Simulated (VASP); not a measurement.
Si:

```xyz
2
Lattice="0.0000 2.7355 2.7355 2.7355 0.0000 2.7355 2.7355 2.7355 0.0000" Properties=species:S:1:pos:R:3 pbc="T T T"
Si    2.7355    2.7355    2.7355
Si    4.1032    4.1032    4.1032
```

Program: VASP 6.6.1. Alike in all runs: task single point; level PBE; potentials or basis VASP PAW PBE potentials, release 64 (Si); no spin polarisation; cell as given; cutoff (eV) 520.

Problem. Order these runs on this cell by their pressure, lowest first.
A. k mesh 10 × 10 × 10; smearing methfessel-paxton 0.03 eV
B. k mesh 3 × 3 × 3; smearing fermi-dirac 0.05 eV
C. k mesh 2 × 2 × 2; smearing fermi-dirac 0.05 eV

Solution. A (-0.1 GPa), B (1.7 GPa), C (7.3 GPa).

Caveats: some runs use coarse meshes.
